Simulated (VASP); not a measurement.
Runs of VASP 6.6.1 on Ni. The structure is that of space group Fm-3m (No. 225), or close to it. The cells are those of the table. 

```tsv
task	cell	k mesh for the DOS	occupations for the DOS	gap on the mesh (eV)	pressure (GPa)	moment (μB)
single point	a = 2.170 Å, angles 60.0°, 1 atom	-	-	none	(b)	(a)
single point	a = 2.087 Å, angles 60.0°, 1 atom	-	-	none	325.2	0.00
single point	a = 2.321 Å, angles 60.0°, 1 atom	-	-	none	43.6	0.55
density of states	a = 1.856 Å, angles 60.0°, 1 atom	27 × 27 × 27	tetrahedron	-	-	0.00
single point	a = 2.248 Å, angles 60.0°, 1 atom	-	-	none	95.9	0.49
```

Alike in all rows: level LDA; potentials or basis VASP PAW LDA potentials, release 64 (Ni); spin collinear, ferromagnetic start; k mesh 18 × 18 × 18; cutoff (eV) 520; smearing fermi-dirac 0.08 eV.

Q: Fill in the values left out.

A: (a) 0.36; (b) 181.5.

Caveats: tetrahedron occupations give inexact forces and stress in metals (some runs).

A gap of «none» marks levels without a gap at the run's occupations.
